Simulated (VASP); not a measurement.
Here is a VASP 6.6.1 calculation.

Contents of POSCAR:

```
ZnF2
1.0
    4.7025063948      0.0000000000      0.0000000000
    0.0000000000      4.7025063948      0.0000000000
    0.0000000000      0.0000000000      3.1273502799
Zn F
2 4
Direct
    0.5000000000      0.5000000000      0.5000000000
    0.0000000000      0.0000000000      0.0000000000
    0.6968813135      0.6968813135      0.0000000000
    0.8031186865      0.1968813135      0.5000000000
    0.3031186865      0.3031186865      0.0000000000
    0.1968813135      0.8031186865      0.5000000000
```

The input INCAR.step1:

```
SYSTEM = ZnF2
  PREC = Accurate
  ENCUT = 660
  ISMEAR = 0
  SIGMA = 0.02
  LREAL = .False.
  LASPH = .True.
  NELM = 120
  NBANDS = 35
  GGA = PE
  ALGO = Normal
  EDIFF = 1E-5
  LWAVE = .True.
  LCHARG = .False.
  GGA_COMPAT = .False.
```

Contents of INCAR.step2:

```
SYSTEM = ZnF2
  PREC = Accurate
  ENCUT = 660
  EDIFF = 1E-6
  ISMEAR = 0
  SIGMA = 0.02
  LREAL = .False.
  LASPH = .True.
  NELM = 120
  ALGO = Normal
  ISIF = 2
  LWAVE = .False.
  LCHARG = .True.
  METAGGA = R2SCAN
  LMIXTAU = .True.
  LELF = .True.
  LVHAR = .True.
  NBANDS = 35
  ISTART = 1
  GGA_COMPAT = .False.
```

Contents of KPOINTS:

```
regular mesh
0
Gamma
  6 6 8
  0 0 0
```

Potentials or basis: VASP PAW PBE potentials, release 64 (Zn, F).

Run with:

```console
$ cat potpaw_PBE.64/Zn/POTCAR potpaw_PBE.64/F/POTCAR > POTCAR
$ cp INCAR.step1 INCAR
$ mpirun -np 1 vasp_std > vasp.out
$ cp INCAR.step2 INCAR
$ mpirun -np 1 vasp_std > vasp.out
```

Problem. Estimate the largest force.

Solution. 0.010 eV/Å.

Problem. Predict the band gap on the k mesh.

Solution. 4.22 eV.

Problem. What does it give for the pressure?

Solution. 0.3 GPa.

Forces on the atoms (eV/Å):
```
Zn   0.000  0.000  0.000
Zn   0.000  0.000  0.000
F    0.007  0.007  0.000
F   -0.007  0.007  0.000
F   -0.007 -0.007  0.000
F    0.007 -0.007  0.000
```

Caveat: the PAW data sets were made with another functional, which shifts forces and pressure a little. A k mesh can miss the band edges.
